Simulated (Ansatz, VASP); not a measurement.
# Two plane-wave programs on Al2O3

```xyz
10
Lattice="2.3644 1.3651 4.2966 -2.3644 1.3651 4.2966 0.0000 -2.7302 4.2966" Properties=species:S:1:pos:R:3 pbc="T T T"
Al    0.0000    0.0000    4.5369
Al    0.0000    0.0000    1.9079
Al    0.0000    0.0000    8.3528
Al    0.0000    0.0000   10.9818
O    -0.9182    1.3651    7.5190
O    -0.7231   -1.4777    7.5190
O     1.6413    0.1126    7.5190
O     0.9182   -1.3651    5.3707
O     0.7231    1.4777    5.3707
O    -1.6413   -0.1126    5.3707
```

Alike in both runs: functional LDA; k mesh 6 × 6 × 6; occupations gaussian, width 0.02 eV; no spin polarisation.

Ansatz relaxed the structure, and its values are those at the end. VASP's run is a single point on that final structure, the one shown.

|  | VASP | Ansatz |
| --- | --- | --- |
| version | VASP 6.6.1 | Ansatz 0.2.0 |
| potentials or method | VASP PAW LDA potentials, release 64 (Al, O), cutoff 520 eV | scalar-relativistic, plane waves, PAW |
| valence electrons in the cell | 48 | 48 |

|  | VASP | Ansatz | Ansatz less VASP |
| --- | --- | --- | --- |
| gap on the k mesh at the Fermi level (eV) | 6.44 | 6.44 | -0.006 |
| least direct gap on the mesh (eV) | 6.44 | 6.44 | -0.006 |
| pressure (GPa) | 0.9 | 0.0 | -0.94 |

Ansatz warns that its potentials were made for another functional, while VASP's fit it. LDA's correlation is that of Perdew and Zunger in VASP and of Perdew and Wang (1992) in Ansatz.
